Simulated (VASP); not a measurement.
Ga4SbAs3:

```
Ga Sb As
1.0
     0.00000    5.76390    5.76390
     5.76390    0.00000    5.76390
     5.76390    5.76390    0.00000
Ga Sb As
8 2 6
Direct
  0.00000 0.00000 0.00000
  0.00000 0.00000 0.50000
  0.00000 0.50000 0.00000
  0.00000 0.50000 0.50000
  0.50000 0.00000 0.00000
  0.50000 0.00000 0.50000
  0.50000 0.50000 0.00000
  0.50000 0.50000 0.50000
  0.12500 0.12500 0.12500
  0.62500 0.62500 0.62500
  0.12500 0.12500 0.62500
  0.12500 0.62500 0.12500
  0.12500 0.62500 0.62500
  0.62500 0.12500 0.12500
  0.62500 0.12500 0.62500
  0.62500 0.62500 0.12500
```

* Program: VASP 6.6.1
* Task: relaxation of the atoms
* Functional: PBEsol
* Potentials or basis: VASP PAW PBE potentials, release 64 (Ga_d, Sb, As)
* Cutoff: 520 eV
* k mesh: 3 × 3 × 3
* Occupations: gaussian, width 0.01 eV
* Spin: no spin polarisation

At the start: pressure 1.0 GPa; volume 23.94 Å³/atom.

Problem. Where does the relaxation end?

Solution. Over 5 steps the energy falls by 25.6 meV/atom at a fixed cell; space group P-43m (No. 215, to 0.1 Å) before and after.

Step by step:
```tsv
step	energy change (eV)	largest force (eV/Å)	pressure (GPa)
1	0.0000	1.2695	0.97
2	-0.3827	0.3115	0.54
3	-0.4093	0.0055	0.52
4	-0.4093	0.0113	0.54
5	-0.4093	0.0040	0.53
```

Final structure:
```yaml
crystal:
  lattice:
    - [0.00000, 5.76390, 5.76390]
    - [5.76390, 0.00000, 5.76390]
    - [5.76390, 5.76390, 0.00000]
  atoms:
    - { symbol: Ga, position: [0.99579, 0.99579, 0.99579] }
    - { symbol: Ga, position: [0.99579, 0.99579, 0.51262] }
    - { symbol: Ga, position: [0.99579, 0.51262, 0.99579] }
    - { symbol: Ga, position: [0.01262, 0.49579, 0.49579] }
    - { symbol: Ga, position: [0.51262, 0.99579, 0.99579] }
    - { symbol: Ga, position: [0.49579, 0.01262, 0.49579] }
    - { symbol: Ga, position: [0.49579, 0.49579, 0.01262] }
    - { symbol: Ga, position: [0.49579, 0.49579, 0.49579] }
    - { symbol: Sb, position: [0.12500, 0.12500, 0.12500] }
    - { symbol: Sb, position: [0.62500, 0.62500, 0.62500] }
    - { symbol: As, position: [0.12500, 0.12500, 0.62500] }
    - { symbol: As, position: [0.12500, 0.62500, 0.12500] }
    - { symbol: As, position: [0.12500, 0.62500, 0.62500] }
    - { symbol: As, position: [0.62500, 0.12500, 0.12500] }
    - { symbol: As, position: [0.62500, 0.12500, 0.62500] }
    - { symbol: As, position: [0.62500, 0.62500, 0.12500] }
```

Caveat: the PAW data sets were made with another functional, which shifts forces and pressure a little.
